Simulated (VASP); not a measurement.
# SnO2 (Fd-3m) in VASP: a series of runs, part 2 of 2

VASP 6.6.1. Earlier steps stand in the parts before.

### 3 Single point, LDA

Contents of INCAR:

```
ALGO     = Normal         # electronic algorithm
EDIFF    = 1E-7           # SCF threshold, eV
ENCUT    = 520            # plane-wave cutoff, eV
ISIF     = 2              # what is computed and relaxed
ISMEAR   = 0              # smearing method
LASPH    = True           # aspherical terms in the spheres
LCHARG   = False          # write CHGCAR
LREAL    = False          # projectors in reciprocal space
LWAVE    = False          # write WAVECAR
NBANDS   = 64             # bands
NELM     = 80             # most SCF steps
PREC     = Accurate       # precision mode
SIGMA    = 0.05           # smearing width, eV
```

Contents of KPOINTS:

```
k-points
0
Gamma
  6 6 6
```

Contents of POSCAR:

```
SnO2
1.0
    0.0000000000      4.4289551266      4.4289551266
    4.4289551266      0.0000000000      4.4289551266
    4.4289551266      4.4289551266      0.0000000000
Sn O
4 8
Direct
    0.1250000000      0.1250000000      0.6250000000
    0.6250000000      0.1250000000      0.1250000000
    0.1250000000      0.6250000000      0.1250000000
    0.1250000000      0.1250000000      0.1250000000
    0.8907311159      0.8907311159      0.8907311159
    0.8907311159      0.3278066522      0.8907311159
    0.8907311159      0.8907311159      0.3278066522
    0.3278066522      0.8907311159      0.8907311159
    0.9221933478      0.3592688841      0.3592688841
    0.3592688841      0.3592688841      0.9221933478
    0.3592688841      0.9221933478      0.3592688841
    0.3592688841      0.3592688841      0.3592688841
```

Potentials or basis: VASP PAW LDA potentials, release 64 (Sn_d, O).

Command:

```bash
> cat potpaw_LDA.64/Sn_d/POTCAR potpaw_LDA.64/O/POTCAR > POTCAR
> mpirun -np 1 vasp_std > vasp.out
```

OUTCAR:

```text
EDIFF = 1E-7
   ENCUT = 520
   ISIF = 2
   ISMEAR = 0
   LASPH = True
   LREAL = False
   NELM = 80
   PREC = Accurate

 ion  position               nearest neighbor table
   1  0.125  0.125  0.625-   6 2.08   8 2.08   9 2.08  11 2.08   5 2.08  12 2.08   4 3.13   2 3.13
                             3 3.13   4 3.13   3 3.13   2 3.13
   2  0.625  0.125  0.125-   6 2.08   7 2.08  10 2.08  11 2.08   5 2.08  12 2.08   4 3.13   1 3.13
                             3 3.13   1 3.13   3 3.13   4 3.13
   3  0.125  0.625  0.125-   7 2.08   8 2.08   9 2.08  10 2.08   5 2.08  12 2.08   4 3.13   1 3.13
                             1 3.13   2 3.13   4 3.13   2 3.13
   4  0.125  0.125  0.125-   6 2.08   8 2.08   9 2.08  11 2.08  10 2.08   7 2.08   1 3.13   2 3.13
                             3 3.13   1 3.13   3 3.13   2 3.13
   5  0.891  0.891  0.891-   2 2.08   3 2.08   1 2.08
   6  0.891  0.328  0.891-   1 2.08   2 2.08   4 2.08
   7  0.891  0.891  0.328-   2 2.08   3 2.08   4 2.08
   8  0.328  0.891  0.891-   1 2.08   3 2.08   4 2.08
   9  0.922  0.359  0.359-   1 2.08   3 2.08   4 2.08
  10  0.359  0.359  0.922-   2 2.08   3 2.08   4 2.08
  11  0.359  0.922  0.359-   1 2.08   2 2.08   4 2.08
  12  0.359  0.359  0.359-   2 2.08   3 2.08   1 2.08

  LATTYP: Found a face centered cubic cell.
 ALAT       =     8.8579102532

  Lattice vectors:

 A1 = (   0.0000000000,   4.4289551266,   4.4289551266)
 A2 = (   4.4289551266,   0.0000000000,   4.4289551266)
 A3 = (   4.4289551266,   4.4289551266,   0.0000000000)

Analysis of symmetry for initial positions (statically):
=====================================================================
 Subroutine PRICEL returns:
 Original cell was already a primitive cell.

 Routine SETGRP: Setting up the symmetry group for a
 face centered cubic supercell.

[... 158 lines left out ...]
   AEXX    =    0.0000 exact exchange contribution
   IVDW    =     0    specifies the selected vdW correction
   LEPSILON=     F    determine dielectric tensor
   LRPA    =     F    only Hartree local field effects (RPA)
 non-spin polarized calculation
 Gauss-broadening in eV      SIGMA  =   0.05
  energy-cutoff  :      520.00
  volume of cell :      173.75
 maximum number of plane-waves:      4720
 NGX is ok and might be reduce to    48
   NGX = 23   NGY = 23   NGZ = 23

 number of electron     104.0000013 magnetization

 Free energy of the ion-electron system (eV)
  ---------------------------------------------------
  ext. energy  EPLUGINS =         0.00000000
  ---------------------------------------------------
  free energy    TOTEN  =       -81.37334352 eV

  energy without entropy =      -81.37334352  energy(sigma->0) =      -81.37334352

 E-fermi :   3.1340     XC(G=0): -10.4286

 val. band max:        2.8356516454   @ k =   0.0000   0.0000   0.0000
 cond. band min:       4.9016565255   @ k =   0.0000   0.0000   0.0000
 fundamental gap:      2.0660048801
 Fermi energy:         3.1339539276

 k-point     1 :       0.0000    0.0000    0.0000
  band No.  band energies     occupation
      1     -17.8014      2.00000
      2     -17.8014      2.00000
      3     -17.8014      2.00000
      4     -17.2348      2.00000
      5     -16.9146      2.00000
      6     -16.9146      2.00000
[... 1061 lines left out ...]
     63      13.2006      0.00000
     64      13.2012      0.00000

------------------------ aborting loop because EDIFF is reached ----------------------------------------

  FORCE on cell =-STRESS in cart. coord.  units (eV):
  Direction    XX          YY          ZZ          XY          YZ          ZX
  --------------------------------------------------------------------------------------
  -------------------------------------------------------------------------------------
  Total        1.2211680      1.2211680      1.2211680     -0.0000000      0.0000000     -0.0000000
  in kB       11.2603567     11.2603567     11.2603567     -0.0000000      0.0000000     -0.0000000
  external PRESSURE =      11.2603567 kB  Pullay stress =       0.0000000 kB

 VOLUME and BASIS-vectors are now :
 -----------------------------------------------------------------------------
  energy-cutoff  :      520.00
  volume of cell :      173.75
      direct lattice vectors                 reciprocal lattice vectors
     0.000000000  4.428955127  4.428955127    -0.112893445  0.112893445  0.112893445
     4.428955127  0.000000000  4.428955127     0.112893445 -0.112893445  0.112893445
     4.428955127  4.428955127  0.000000000     0.112893445  0.112893445 -0.112893445

 POSITION                                       TOTAL-FORCE (eV/Angst)
 -----------------------------------------------------------------------------------
      3.32172      3.32172      1.10724        -0.000000     -0.000000     -0.000000
      1.10724      3.32172      3.32172        -0.000000     -0.000000     -0.000000
      3.32172      1.10724      3.32172        -0.000000     -0.000000     -0.000000
      1.10724      1.10724      1.10724        -0.000000     -0.000000     -0.000000
      7.89002      7.89002      7.89002        -0.057453     -0.057453     -0.057453
      5.39685      7.89002      5.39685         0.057453     -0.057453      0.057453
      5.39685      5.39685      7.89002         0.057453      0.057453     -0.057453
      7.89002      5.39685      5.39685        -0.057453      0.057453      0.057453
      3.18237      5.67554      5.67554         0.057453     -0.057453     -0.057453
      5.67554      5.67554      3.18237        -0.057453     -0.057453      0.057453
      5.67554      3.18237      5.67554        -0.057453      0.057453     -0.057453
      3.18237      3.18237      3.18237         0.057453      0.057453      0.057453
 -----------------------------------------------------------------------------------
    total drift:                               -0.000000     -0.000000      0.000000

  FREE ENERGIE OF THE ION-ELECTRON SYSTEM (eV)
  ---------------------------------------------------
  free  energy   TOTEN  =       -81.3733435236 eV

  energy  without entropy=      -81.3733435236  energy(sigma->0) =      -81.37334352
```

Run time: 88 s. Hardware: 1 thread of Intel Xeon 6975P-C (Granite Rapids), shared host; peak memory 0.32 GiB.

Results:

| Item | Value |
| --- | --- |
| Free energy | -81.3733 eV |
| Pressure | 1.1 GPa |
| Largest force | 0.100 eV/Å |
| Band gap on the k mesh | 2.07 eV, direct |

Forces on the atoms (eV/Å):
```
Sn   0.000  0.000  0.000
Sn   0.000  0.000  0.000
Sn   0.000  0.000  0.000
Sn   0.000  0.000  0.000
O   -0.057 -0.057 -0.057
O    0.057 -0.057  0.057
O    0.057  0.057 -0.057
O   -0.057  0.057  0.057
O    0.057 -0.057 -0.057
O   -0.057 -0.057  0.057
O   -0.057  0.057 -0.057
O    0.057  0.057  0.057
```

Levels at points of the mesh, in eV from the valence-band top:
```tsv
k point	band 50	band 51	band 52	band 53	band 54	band 55
(0.00, 0.00, 0.00)	0.00	0.00	0.00	2.07	5.64	5.64
(0.50, 0.00, 0.00)	-0.28	-0.23	-0.23	3.81	5.43	6.05
(0.50, 0.50, 0.00)	-0.59	-0.03	-0.03	4.81	4.81	6.24
```

Caveat: spin-orbit coupling is left out, which moves the levels of the heavy elements.
